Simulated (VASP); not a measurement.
Wanted: the native input for a VASP 6.6.1 run.

* Task: single point
* Functional: PBEsol
* Dispersion: D3(BJ)
* Potentials or basis: VASP PAW PBE potentials, release 64 (In_d, Se)
* Cutoff: 520 eV
* k mesh: 10 × 10 × 10
* Occupations: gaussian, width 0.15 eV
* Spin: no spin polarisation
* Dipole correction: no
* Further INCAR settings: ALGO = Normal; EDIFF = 1e-06; NBANDS = 30

The structure of In3Se lies in POSCAR:

```
In3Se
1.0
    4.7254891093      0.0000000000      0.0000000000
    0.0000000000      4.5878535042      0.0000000000
    0.0000000000      0.0000000000      4.5878535042
In Se
3 1
Direct
    0.0000000000      0.5000000000      0.5000000000
    0.5000000000      0.0000000000      0.5000000000
    0.5000000000      0.5000000000      0.0000000000
    0.0000000000      0.0000000000      0.0000000000
```

This cell differs from its parent crystal: strain +0.0300 x Voigt [1, 0, 0, 0, 0, 0].

These files were run (other wordings do the same):

INCAR

```
SYSTEM = In3Se
  ALGO = Normal
  EDIFF = 1E-6
  ENCUT = 520
  GGA = PS
  ISIF = 2
  ISMEAR = 0
  IVDW = 12
  LASPH = .True.
  LCHARG = .False.
  LREAL = .False.
  LWAVE = .False.
  NBANDS = 30
  NELM = 80
  PREC = Accurate
  SIGMA = 0.15
```

KPOINTS

```
k-points
0
Gamma
  10 10 10
  0 0 0
```

Potentials or basis: VASP PAW PBE potentials, release 64 (In_d, Se).

The run is started by

```console
$ cat potpaw_PBE.64/In_d/POTCAR potpaw_PBE.64/Se/POTCAR > POTCAR
$ mpirun -np 1 vasp_std > vasp.out
```

Results of the run:

- Pressure: -1.4 GPa
- Band gap on the k mesh: zero (an odd number of electrons rules out a gap without spin polarisation)
- Dispersion energy per atom: -0.359 eV

Caveat: the cell differs from its parent crystal (strain +0.0300 x Voigt [1, 0, 0, 0, 0, 0]); the PAW data sets were made with another functional, which shifts forces and pressure a little; spin-orbit coupling is left out, which moves the levels of the heavy elements.

Run time: 7.8 min on 1 thread of Intel Xeon 8259CL, on a shared host, peak memory 0.43 GiB.
